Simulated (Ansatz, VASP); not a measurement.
# One calculation of Zn, two programs

Contents of INCAR:

```
PREC = Accurate ; ENCUT = 520
EDIFF = 1E-6 ; ISMEAR = 0
SIGMA = 0.1 ; LREAL = False
LASPH = True ; NELM = 60
ALGO = Normal ; ISIF = 2
LWAVE = False ; LCHARG = False
GGA = PE ; NBANDS = 19
```

The input KPOINTS:

```
Automatic mesh
0
Gamma
  18 18 8
```

File POSCAR:

```
Zn
1.0
    2.6647000000      0.0000000000      0.0000000000
   -1.3323500000      2.3076978900      0.0000000000
    0.0000000000      0.0000000000      4.9489000000
Zn
2
Direct
    0.3333333333      0.6666666667      0.2500000000
    0.6666666667      0.3333333333      0.7500000000
```

Input for Ansatz:

```yaml
crystal:
  lattice:
    - [2.6647, 0.0, 0.0]
    - [-1.33235, 2.30769789, 0.0]
    - [0.0, 0.0, 4.9489]
  atoms:
    - { symbol: Zn, position: [0.3333333333, 0.6666666667, 0.25] }
    - { symbol: Zn, position: [0.6666666667, 0.3333333333, 0.75] }
basis:
  ecutwfc: 420
kpoints:
  mp_grid: { grid: [18, 18, 8] }
hamiltonian:
  xc: pbe
  pseudopotentials: { kind: paw }
scf:
  occupations: { method: gaussian, width: 0.1 }
output:
  forces: true
  stress: true
  eigenvalues: true
  write_density: true
  write_potential: true
  elf: true
  volumetric_format: npy
```

Alike in both runs: task single point; functional PBE; k mesh 18 × 18 × 8; occupations gaussian, width 0.1 eV; no spin polarisation.

|  | VASP | Ansatz |
| --- | --- | --- |
| version | VASP 6.6.1 | Ansatz 0.2.0 |
| potentials or method | VASP PAW PBE potentials, release 64 (Zn), cutoff 520 eV | scalar-relativistic, plane waves, PAW |
| valence electrons in the cell | 24 | 24 |

Ansatz gave:

| Item | Value |
| --- | --- |
| gap on the k mesh at the Fermi level (eV) | none |
| pressure (GPa) | -0.4 |
| traceless stress, the component that is largest in VASP (GPa) | 0.81 |

**Question.** What did VASP give for the same quantities?

**Answer.** gap on the k mesh at the Fermi level (eV): none; pressure (GPa): 0.0; traceless stress, the component that is largest in VASP (GPa): 0.67.

A gap of «none» marks a metal or a gap that the smearing closes.
